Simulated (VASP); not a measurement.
A run of VASP 6.6.1 is set up as follows.

POSCAR

```
Sb
1.0
    3.0198302440      0.0000000000      0.0000000000
    0.0000000000      3.0198302440      0.0000000000
    0.0000000000      0.0000000000      3.0198302440
Sb
1
Direct
    0.0000000000      0.0000000000      0.0000000000
```

File INCAR.step1:

```
PREC = Accurate ; ENCUT = 520
ISMEAR = 0 ; SIGMA = 0.1
LREAL = F ; LASPH = T
NELM = 100 ; NBANDS = 8
GGA = PE ; ALGO = Normal
EDIFF = 1E-4 ; LWAVE = T
LCHARG = F
```

Contents of INCAR.step2:

```
PREC = Accurate ; ENCUT = 520
EDIFF = 1E-7 ; ISMEAR = 0
SIGMA = 0.1 ; LREAL = F
LASPH = T ; NELM = 100
ALGO = Normal ; ISIF = 2
LWAVE = F ; LCHARG = T
METAGGA = R2SCAN ; LMIXTAU = T
LELF = T ; LVHAR = T
NBANDS = 8 ; ISTART = 1
```

The input KPOINTS:

```
Automatic mesh
0
Gamma
  7 7 7
```

Potentials or basis: VASP PAW PBE potentials, release 64 (Sb).

Run with:

```sh
$ cat potpaw_PBE.64/Sb/POTCAR > POTCAR
$ cp INCAR.step1 INCAR
$ mpirun -np 1 vasp_std > vasp.out
$ cp INCAR.step2 INCAR
$ mpirun -np 1 vasp_std > vasp.out
```

**Question.** What does it give for the pressure?

**Answer.** 5.1 GPa.

Caveat: the PAW data sets were made with another functional, which shifts forces and pressure a little.
